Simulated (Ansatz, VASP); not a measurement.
## One calculation of Si, two programs

File INCAR:

```
SYSTEM = Si
  PREC = Accurate
  ENCUT = 520
  EDIFF = 1E-8
  ISMEAR = -1
  SIGMA = 0.05
  LREAL = .FALSE.
  LASPH = .TRUE.
  NELM = 60
  ALGO = Normal
  ISIF = 2
  LWAVE = .FALSE.
  LCHARG = .FALSE.
  GGA = PE
  LEFG = .TRUE.
  NBANDS = 11
```

The input KPOINTS:

```
regular mesh
0
G
  16 16 16
  0 0 0
```

POSCAR

```
Si
1.0
   -2.2510000000      2.3685000000      1.2750000000
    2.2510000000     -2.3685000000      1.2750000000
    2.2510000000      2.3685000000     -1.2750000000
Si
2
Direct
    0.8070000000      0.5570000000      0.2500000000
    0.1930000000      0.4430000000      0.7500000000
```

Input for Ansatz:

```yaml
crystal:
  lattice:
    - [-2.251, 2.3685, 1.275]
    - [2.251, -2.3685, 1.275]
    - [2.251, 2.3685, -1.275]
  atoms:
    - { symbol: Si, position: [0.807, 0.557, 0.25] }
    - { symbol: Si, position: [0.193, 0.443, 0.75] }
kpoints:
  mp_grid: { grid: [16, 16, 16] }
scf:
  occupations: { method: fermi_dirac, width: 0.05 }
hamiltonian:
  xc: pbe
  pseudopotentials: { kind: paw }
output:
  forces: true
  stress: true
  eigenvalues: true
  efg: { contact_densities: true }
basis:
  ecutwfc: 500
```

Alike in both runs: task electric field gradients; functional PBE; k mesh 16 × 16 × 16; occupations fermi-dirac, width 0.05 eV; no spin polarisation.

```csv
,VASP,Ansatz
version,VASP 6.6.1,Ansatz 0.2.0
potentials or method,"VASP PAW PBE potentials, release 64 (Si), cutoff 520 eV","PAW with Ansatz's default frozen-core files, scalar-relativistic"
valence electrons in the cell,8,8
```

```tsv
	VASP	Ansatz	Ansatz less VASP
pressure (GPa)	15.7	15.8	+0.10
traceless stress, the component that is largest in VASP (GPa)	1.69	1.70	+0.010
size of Vzz on the site where it differs most (V/Å²)	26.3	26.0	-0.25
```

The functional is the same, so the differences come from potentials, cutoffs and numerics.
